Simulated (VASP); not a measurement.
Zr3S2: single point with PBE+U

The system is Zr3S2.

```
Zr S
1.0
     2.90254    1.67578    3.48777
    -2.90254    1.67578    3.48777
     0.00000   -3.35156    3.48777
Zr S
3 2
Direct
  0.83873 0.50000 0.16127
  0.50000 0.16127 0.83873
  0.16127 0.83873 0.50000
  0.66502 0.66502 0.66502
  0.33498 0.33498 0.33498
```

```yaml
Program: VASP 6.6.1
Task: single point
Functional: PBE
Potentials_or_basis: VASP PAW PBE potentials, release 64 (Zr_sv, S)
Cutoff: 520 eV
k_mesh: 5 × 5 × 5
Occupations: methfessel-paxton, width 0.1 eV
Spin: no spin polarisation
Hubbard_terms: Zr d U = 5.3 eV
```

The pressure is 8.4 GPa, the largest force is 0.104 eV/Å and the band gap on the k mesh is zero (band 24 reaches 9.56 eV, above the bottom of band 25 at 9.36 eV).

Forces in eV/Å, atoms in the order of the input:
```
Zr   0.015  0.026  0.000
Zr   0.015 -0.026  0.000
Zr  -0.030  0.000  0.000
S    0.000  0.000 -0.104
S    0.000  0.000  0.104
```

Stress tensor (GPa, compression positive):
```
7.86 0.00 0.00
0.00 7.86 0.00
0.00 0.00 9.38
```

Levels at points of the mesh, in eV from the Fermi level:
```
           k point  band 21  band 22  band 23  band 24  band 25  band 26  band 27  band 28
(0.00, 0.00, 0.00)    -2.90    -1.79     0.06     0.06     0.92     0.92     2.00     3.38
```

Eigenvalues of the final occupation matrices:
```csv
site,spin,trace,eigenvalues
site 1 d,1,0.71,0.09 0.10 0.16 0.16 0.20
site 1 d,2,0.71,0.09 0.10 0.16 0.16 0.20
site 2 d,1,0.71,0.09 0.10 0.16 0.16 0.20
site 2 d,2,0.71,0.09 0.10 0.16 0.16 0.20
site 3 d,1,0.71,0.09 0.10 0.16 0.16 0.20
site 3 d,2,0.71,0.09 0.10 0.16 0.16 0.20
```

It took 57 s on 1 thread of Intel Xeon 6975P-C, on a shared host, peak memory 0.22 GiB.

Caveat: U without spin polarisation on a metal has little footing.
